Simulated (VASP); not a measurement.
CdSe: single point with r2SCAN

CdSe:

```
CELL_PARAMETERS angstrom
4.42586 0.00000 0.00000
-2.21293 3.83291 0.00000
0.00000 0.00000 7.21544
ATOMIC_POSITIONS crystal
Cd 0.33333 0.66667 0.99952
Cd 0.66667 0.33333 0.49952
Se 0.33333 0.66667 0.37548
Se 0.66667 0.33333 0.87548
```

This cell differs from its parent crystal: volume changed by +6%.

| Quantity | Value |
| --- | --- |
| Program | VASP 6.6.1 |
| Task | single point |
| Functional | r2SCAN |
| Potentials or basis | VASP PAW PBE potentials, release 64 (Cd, Se) |
| Cutoff | 520 eV |
| k mesh | 6 × 6 × 4 |
| Occupations | gaussian, width 0.01 eV |
| Spin | no spin polarisation |
| Dipole correction | no |
| Further INCAR settings | ALGO = Normal; EDIFF = 1e-06; NBANDS = 26 |

```json
{"Pressure": "-2.4 GPa", "Largest force": "0.003 eV/Å", "Band gap on the k mesh": "0.95 eV, direct"}
```

Forces on the atoms (eV/Å):
```
Cd   0.000  0.000 -0.003
Cd   0.000  0.000 -0.003
Se   0.000  0.000  0.003
Se   0.000  0.000  0.003
```

Levels at points of the mesh, in eV from the valence-band top:
```
           k point  band 15  band 16  band 17  band 18  band 19  band 20  band 21  band 22
(0.00, 0.00, 0.00)    -0.66    -0.04     0.00     0.00     0.95     2.56     6.36     6.36
(0.50, 0.00, 0.00)    -2.33    -1.62    -1.14    -0.65     3.49     3.69     5.10     6.32
(0.00, 0.00, 0.50)    -0.34    -0.34    -0.34    -0.34     2.64     2.64     6.16     6.16
(0.50, 0.00, 0.50)    -1.18    -1.18    -1.17    -1.17     3.28     3.28     5.24     5.24
```

Wall time 3.4 min on 1 thread of Intel(R) Xeon(R) Platinum 8559C (Emerald Rapids), on a shared host, peak memory 0.3 GiB.

Caveat: the PAW data sets were made with another functional, which shifts forces and pressure a little.
